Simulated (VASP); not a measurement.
# C (Fm-3m) in VASP: further runs

Runs on C. Level: PBE. Tasks: single point, relaxation of cell and atoms.

Everything below comes from runs of VASP 6.6.1. Logs are shortened: lines on timing, memory, paths and dates and some standing lists are left out, and cuts for length are marked.

## Step 1: The cell of the first run

Symmetry: Fm-3m, No. 225, cubic system. Conventional cell: a = 4.341 Å, b = 4.341 Å, c = 4.341 Å, α = 90.00°, β = 90.00°, γ = 90.00°. Within 2.5 Å of C (site symmetry m-3m) lie 8 C at 1.88 Å. Within 2.5 Å of C (site symmetry -43m) lie 10 C at 1.88 to 2.17 Å.

## Step 2: Single point, PBE

The input, INCAR:

```
ALGO = Normal ; EDIFF = 1E-7
ENCUT = 520 ; GGA = PE
ISIF = 2 ; ISMEAR = 0
LASPH = True ; LCHARG = False
LREAL = False ; LWAVE = False
NBANDS = 13 ; NELM = 100
PREC = Accurate ; SIGMA = 0.1
```

The input, KPOINTS:

```
k-points
0
Gamma
  18 18 18
```

The input, POSCAR:

```
C
1.0
    0.0000000000      2.1707169385      2.1707169385
    2.1707169385      0.0000000000      2.1707169385
    2.1707169385      2.1707169385      0.0000000000
C
3
Direct
    0.5000000000      0.5000000000      0.5000000000
    0.7500000000      0.7500000000      0.7500000000
    0.2500000000      0.2500000000      0.2500000000
```

Potentials or basis: VASP PAW PBE potentials, release 64 (C).

The run is started by

```console
> cat potpaw_PBE.64/C/POTCAR > POTCAR
> mpirun -np 1 vasp_std > vasp.out
```

OUTCAR:

```text
EDIFF = 1E-7
   ENCUT = 520
   GGA = PE
   ISIF = 2
   ISMEAR = 0
   LASPH = True
   LREAL = False
   NELM = 100
   PREC = Accurate

 ion  position               nearest neighbor table
   1  0.500  0.500  0.500-   3 1.88   3 1.88   3 1.88   2 1.88   3 1.88   2 1.88   2 1.88   2 1.88

   2  0.750  0.750  0.750-   1 1.88   1 1.88   1 1.88   1 1.88
   3  0.250  0.250  0.250-   1 1.88   1 1.88   1 1.88   1 1.88

  LATTYP: Found a face centered cubic cell.
 ALAT       =     4.3414338770

  Lattice vectors:

 A1 = (   0.0000000000,   2.1707169385,   2.1707169385)
 A2 = (   2.1707169385,   0.0000000000,   2.1707169385)
 A3 = (   2.1707169385,   2.1707169385,   0.0000000000)

Analysis of symmetry for initial positions (statically):
=====================================================================
 Subroutine PRICEL returns:
 Original cell was already a primitive cell.

 Routine SETGRP: Setting up the symmetry group for a
 face centered cubic supercell.

 Subroutine GETGRP returns: Found 48 space group operations
 (whereof 48 operations were pure point group operations)
 out of a pool of 48 trial point group operations.

The static configuration has the point symmetry O_h .

Analysis of symmetry for dynamics (positions and initial velocities):
=====================================================================
 Subroutine PRICEL returns:
 Original cell was already a primitive cell.

 Routine SETGRP: Setting up the symmetry group for a
 face centered cubic supercell.

 Subroutine GETGRP returns: Found 48 space group operations
 (whereof 48 operations were pure point group operations)
 out of a pool of 48 trial point group operations.

The dynamic configuration has the point symmetry O_h .

 Subroutine INISYM returns: Found 48 space group operations
 (whereof 48 operations are pure point group operations),
 and found     1 'primitive' translations

----------------------------------------------------------------------------------------

                                     Primitive cell

  volume of cell :      20.4569

  direct lattice vectors                    reciprocal lattice vectors
     0.000000000  2.170716939  2.170716939    -0.230338646  0.230338646  0.230338646
     2.170716939  0.000000000  2.170716939     0.230338646 -0.230338646  0.230338646
     2.170716939  2.170716939  0.000000000     0.230338646  0.230338646 -0.230338646
[... 95 lines left out ...]
   TEBEG  =    0.0;   TEEND  =   0.0 temperature during run
   PSTRESS=    0.0 pullay stress
   NELECT =      12.0000    total number of electrons
   NUPDOWN=      -1.0000    fix difference up-down
   EMIN   =  10.00;   EMAX   =-10.00  energy-range for DOS
   EFERMI =   0.00;   METHOD = LEGACY
   ISMEAR =     0;   SIGMA  =   0.10  broadening in eV -4-tet -1-fermi 0-gaus
   EFERMI_NEDOS =   21; number of points for ismear=-14 and -15
   IALGO  =     38    algorithm
   IMIX   =      4    mixing-type and parameters
     AMIX     =   0.40;   BMIX     =  1.00
     AMIX_MAG =   1.60;   BMIX_MAG =  1.00
  volume/ion in A,a.u.               =       6.82        46.02
  Fermi-wavevector in a.u.,A,eV,Ry     =   1.370425  2.589728 25.552635  1.878066
  Thomas-Fermi vector in A             =   2.496213
   LORBIT       =      0    0 simple, 1 ext, 2 COOP (PROOUT), +10 PAW based schemes
   GGA     = PE    functional components
   LHFCALC =     F    Hartree Fock is set to
   AEXX    =    0.0000 exact exchange contribution
   IVDW    =     0    specifies the selected vdW correction
   LEPSILON=     F    determine dielectric tensor
   LRPA    =     F    only Hartree local field effects (RPA)
 non-spin polarized calculation
 Gauss-broadening in eV      SIGMA  =   0.10
  energy-cutoff  :      520.00
  volume of cell :       20.46
 maximum number of plane-waves:       568
   NGX = 11   NGY = 11   NGZ = 11

 number of electron      12.0000000 magnetization

 Free energy of the ion-electron system (eV)
  ---------------------------------------------------
  ext. energy  EPLUGINS =         0.00000000
  ---------------------------------------------------
  free energy    TOTEN  =       -16.04136975 eV

  energy without entropy =      -16.03622400  energy(sigma->0) =      -16.03879687

 E-fermi :   8.9599     XC(G=0): -12.7086

 val. band max:        8.9548099005   @ k =   0.3333   0.1111   0.0000
 cond. band min:       8.9752954476   @ k =   0.5000   0.3889   0.1111
 fundamental gap:      0.0204855471
 Fermi energy:         8.9599045429

 k-point     1 :       0.0000    0.0000    0.0000
  band No.  band energies     occupation
      1     -11.7147      2.00000
      2       5.7609      2.00000
      3       5.7609      2.00000
      4       5.7609      2.00000
      5       5.9730      2.00000
      6       5.9730      2.00000
      7       5.9730      2.00000
      8       6.1686      2.00000
      9       9.8060      0.00000
     10      14.0471      0.00000
     11      14.0471      0.00000
     12      14.0471      0.00000
     13      24.0520      0.00000
[... 354 lines left out ...]
  band No.  band energies     occupation
      1     -10.5617      2.00000
      2      -0.7272      2.00000
      3       2.8486      2.00000
      4       4.3800      2.00000
      5       5.8730      2.00000
      6       7.1138      2.00000
      7       7.7446      2.00000
      8       9.9041      0.00000
      9      12.4295      0.00000
     10      13.6566      0.00000
     11      14.6706      0.00000
     12      15.5545      0.00000
     13      24.6220      0.00000

 [... further k-points ...]

------------------------ aborting loop because EDIFF is reached ----------------------------------------

  FORCE on cell =-STRESS in cart. coord.  units (eV):
  Direction    XX          YY          ZZ          XY          YZ          ZX
  --------------------------------------------------------------------------------------
  -------------------------------------------------------------------------------------
  Total        0.0129969      0.0129969      0.0129969     -0.0000000     -0.0000000      0.0000000
  in kB        1.0179147      1.0179147      1.0179147     -0.0000000     -0.0000000      0.0000000
  external PRESSURE =       1.0179147 kB  Pullay stress =       0.0000000 kB

 VOLUME and BASIS-vectors are now :
 -----------------------------------------------------------------------------
  energy-cutoff  :      520.00
  volume of cell :       20.46
      direct lattice vectors                 reciprocal lattice vectors
     0.000000000  2.170716939  2.170716939    -0.230338646  0.230338646  0.230338646
     2.170716939  0.000000000  2.170716939     0.230338646 -0.230338646  0.230338646
     2.170716939  2.170716939  0.000000000     0.230338646  0.230338646 -0.230338646

 POSITION                                       TOTAL-FORCE (eV/Angst)
 -----------------------------------------------------------------------------------
      2.17072      2.17072      2.17072        -0.000000     -0.000000      0.000000
      3.25608      3.25608      3.25608         0.000000      0.000000      0.000000
      1.08536      1.08536      1.08536        -0.000000      0.000000     -0.000000
 -----------------------------------------------------------------------------------
    total drift:                               -0.000000      0.000000      0.000000

  FREE ENERGIE OF THE ION-ELECTRON SYSTEM (eV)
  ---------------------------------------------------
  free  energy   TOTEN  =       -16.0413697464 eV

  energy  without entropy=      -16.0362239953  energy(sigma->0) =      -16.03879687
```

It took 54 s on 1 thread of Intel Xeon 8259CL, shared host; peak memory 0.16 GiB.

Results:

| Quantity | Value |
| --- | --- |
| Free energy | -16.0414 eV |
| Pressure | 0.1 GPa |
| Band gap on the k mesh | zero (band 6 reaches 10.85 eV, above the bottom of band 7 at 5.97 eV) |

Levels at points of the mesh, in eV from the Fermi level:
```csv
k point,band 4,band 5,band 6,band 7,band 8,band 9
"(0.00, 0.00, 0.00)",-3.20,-2.99,-2.99,-2.99,-2.79,0.85
"(0.50, 0.00, 0.00)",-5.75,-3.97,-1.61,-1.61,0.94,6.25
"(0.50, 0.50, 0.00)",-8.87,-8.02,-1.45,4.65,4.65,6.28
```

## Step 3: Relaxation of cell and atoms, PBE

This run uses another cell than the first one, of 6.78 Å³/atom, 0.994 times its volume.

The input, INCAR:

```
SYSTEM = C
ALGO = Normal
EDIFF = 1E-6
EDIFFG = -0.01
ENCUT = 600
GGA = PE
IBRION = 2
ISIF = 3
ISMEAR = 0
LASPH = .True.
LCHARG = .False.
LREAL = .False.
LWAVE = .False.
NELM = 80
NSW = 100
PREC = Accurate
SIGMA = 0.1
```

The input, KPOINTS:

```
k-points
0
Gamma
  18 18 18
  0 0 0
```

The input, POSCAR:

```
C
1.0
    0.0000000000      2.1665664221      2.1665664221
    2.1665664221      0.0000000000      2.1665664221
    2.1665664221      2.1665664221      0.0000000000
C
3
Direct
    0.5000000000      0.5000000000      0.5000000000
    0.7500000000      0.7500000000      0.7500000000
    0.2500000000      0.2500000000      0.2500000000
```

Potentials or basis: VASP PAW PBE potentials, release 64 (C).

The run is started by

```console
> cat potpaw_PBE.64/C/POTCAR > POTCAR
> mpirun -np 1 vasp_std > vasp.out
```

It took 63 s on 1 thread of Intel Xeon 8259CL, shared host; peak memory 0.16 GiB.

Results (log left out):

| Quantity | Value |
| --- | --- |
| Free energy | -16.0430 eV |
| Relaxed volume | 6.82 Å³/atom |
| Relaxed cell | a = 3.069 Å, b = 3.069 Å, c = 3.069 Å, α = 60.00°, β = 60.00°, γ = 60.00° |
| Space group after relaxing (to 0.05 Å) | Fm-3m (No. 225) |
| Energy gained by relaxing | 0.1 meV/atom |
| Ionic steps | 2 |
| Pressure after relaxing | -0.1 GPa |
| Band gap on the k mesh | zero (band 6 reaches 10.85 eV, above the bottom of band 7 at 5.98 eV) |

The path:
```tsv
step	energy change (eV)	largest force (eV/Å)	pressure (GPa)	volume (Å³)
1	0.0000	0.0000	0.86	20.34
2	-0.0003	0.0000	-0.07	20.45
```

Final structure:
```xyz
3
Lattice="0.0000 2.1704 2.1704 2.1704 0.0000 2.1704 2.1704 2.1704 0.0000" Properties=species:S:1:pos:R:3 pbc="T T T"
C     2.1704    2.1704    2.1704
C     3.2556    3.2556    3.2556
C     1.0852    1.0852    1.0852
```

Levels at points of the mesh, in eV from the Fermi level:
```tsv
k point	band 3	band 4	band 5	band 6	band 7	band 8	band 9	band 10
(0.00, 0.00, 0.00)	-3.20	-3.20	-2.99	-2.99	-2.99	-2.79	0.85	5.09
(0.50, 0.00, 0.00)	-5.75	-5.75	-3.97	-1.62	-1.62	0.94	6.25	6.95
(0.50, 0.50, 0.00)	-8.87	-8.87	-8.02	-1.45	4.65	4.65	6.28	6.82
```
